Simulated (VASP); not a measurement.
A run of VASP 6.6.1:

Contents of INCAR:

```
SYSTEM = Al4N5
ALGO = Normal
DIPOL = 0.5 0.5 0.320
EDIFF = 1E-6
ENCUT = 520
GGA = PE
GGA_COMPAT = .FALSE.
IDIPOL = 3
ISIF = 2
ISMEAR = 0
ISPIN = 2
LASPH = .TRUE.
LCHARG = .FALSE.
LDIPOL = .TRUE.
LORBIT = 11
LREAL = .FALSE.
LWAVE = .FALSE.
MAGMOM = 0 0 0 0 0 0 0 0 3
NBANDS = 32
NELM = 200
NELMDL = -8
PREC = Accurate
SIGMA = 0.05
```

The input KPOINTS:

```
k-points
0
G
  9 6 1
  0 0 0
```

File POSCAR:

```
Al4N5
1.0
    3.1297683445      0.0000000000      0.0000000000
    0.0000000000      5.0173032419      0.0000000000
    0.0000000000      0.0000000000     19.0620320396
Al N
4 5
Direct
    0.0000000000      0.9982714950      0.2098412169
    0.5000000000      0.4982714950      0.2572383830
    0.5000000000      0.9915197257      0.3577010219
    0.0000000000      0.4624332462      0.3868097530
    0.0000000000      0.6167285050      0.2098412169
    0.5000000000      0.1167285050      0.2572383830
    0.5000000000      0.6143669392      0.3564124135
    0.0000000000      0.1112303975      0.3967065014
    0.3333333333      0.9445637309      0.4509878077
```

Potentials or basis: VASP PAW PBE potentials, release 64 (Al, N).

The run is started by

```sh
$ cat potpaw_PBE.64/Al/POTCAR potpaw_PBE.64/N/POTCAR > POTCAR
$ mpirun -np 1 vasp_std > vasp.out
```

Hardware: 1 thread of Oxide Virtual Turin-like Processor, with other jobs on the host.

How long does it take, and how much memory?

Wall time 28 min on 1 thread of Oxide Virtual Turin-like Processor (shared host), peak memory 0.66 GiB. Counts: scf iterations 33, k points 28.
